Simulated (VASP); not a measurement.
Write the native input for VASP 6.6.1 that does the following.

- Task: relaxation of cell and atoms
- Functional: PBE
- Potentials or basis: VASP PAW PBE potentials, release 64 (Zr_sv)
- Cutoff: 600 eV
- k mesh: 13 × 13 × 13
- Occupations: fermi-dirac, width 0.08 eV
- Spin: no spin polarisation
- Target pressure: 110 GPa
- Dipole correction: no
- Further INCAR settings: ALGO = Normal; EDIFF = 1e-06; IBRION = 2; EDIFFG = -0.005; NSW = 60; ISIF = 3

The structure of Zr lies in POSCAR:

```
Zr
1.0
    0.0000000000      2.4760928366      2.4760928366
    2.4760928366      0.0000000000      2.4760928366
    2.4760928366      2.4760928366      0.0000000000
Zr
2
Direct
   -0.1250000000     -0.1250000000     -0.1250000000
    0.1250000000      0.1250000000      0.1250000000
```

This isn't the form of Zr at room conditions, which is hcp.

These files were run (other wordings do the same):

INCAR

```
PREC = Accurate
ENCUT = 600
EDIFF = 1E-6
ISMEAR = -1
SIGMA = 0.08
LREAL = F
LASPH = T
NELM = 100
ALGO = Normal
ISIF = 3
LWAVE = F
LCHARG = F
GGA = PE
IBRION = 2
NSW = 60
EDIFFG = -0.005
PSTRESS = 1100.0
```

KPOINTS

```
regular mesh
0
Gamma
  13 13 13
```

Potentials or basis: VASP PAW PBE potentials, release 64 (Zr_sv).

Launch:

```sh
$ cat potpaw_PBE.64/Zr_sv/POTCAR > POTCAR
$ mpirun -np 1 vasp_std > vasp.out
```

It gave:

```yaml
Relaxed_volume: 15.54 Å³/atom
Relaxed_cell: a = 3.529 Å, b = 3.529 Å, c = 3.529 Å, α = 60.00°, β = 60.00°, γ = 60.00°
Space_group_after_relaxing_to_0.1_Å: Fd-3m (No. 227)
Energy_change_on_relaxing_the_run_minimises_the_enthalpy: -255.4 meV/atom
Ionic_steps: 4
Pressure_after_relaxing: 110.0 GPa
Band_gap_on_the_k_mesh: zero (bands 12 and 13 overlap by 2.63 eV)
```

Caveat: the cell is relaxed towards a set pressure, so the run minimises the enthalpy, not the energy.

It took 5.1 min on 1 thread of AMD EPYC 7R13, with other jobs on the host, peak memory 0.16 GiB.
